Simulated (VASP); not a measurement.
Runs of VASP 6.6.1 on TlH5. The structure is that of space group P6/mmm (No. 191), or close to it. The cells are those of the table. 

| task | cell | k mesh | cutoff (eV) | gap on the mesh (eV) | pressure (GPa) |
| --- | --- | --- | --- | --- | --- |
| relaxation of cell and atoms | relaxed from a = 4.767, b = 4.767, c = 3.879 Å, angles 90.0, 90.0, 120.0°, 6 atoms | 6 × 6 × 4 | 600 | none | -0.3 |
| single point | a = 4.005, b = 4.005, c = 3.274 Å, angles 90.0, 90.0, 120.0°, 6 atoms | 6 × 6 × 4 | 520 | none | -0.4 |
| single point | a = 4.767, b = 4.767, c = 3.879 Å, angles 90.0, 90.0, 120.0°, 6 atoms | 6 × 6 × 4 | 520 | none | (a) |
| single point | a = 3.630, b = 3.630, c = 4.421 Å, angles 90.0, 90.0, 120.0°, 6 atoms | 6 × 6 × 6 | 520 | none | -0.2 |
| single point | a = 3.611, b = 3.611, c = 4.599 Å, angles 90.0, 90.0, 120.0°, 6 atoms | 12 × 12 × 8 | 520 | none | -0.2 |

Alike in all rows: level PBE; potentials or basis VASP PAW PBE potentials, release 64 (Tl_d, H); no spin polarisation; smearing gaussian 0.1 eV.

**Question.** Fill in the values left out.

**Answer.** (a) -9.5.

Caveats: some runs use coarse meshes; spin-orbit coupling is left out, which moves the levels of the heavy elements.

A k mesh can miss the band edges, and the runs leave out spin-orbit coupling on Tl.

A gap of «none» marks levels without a gap at the run's occupations.
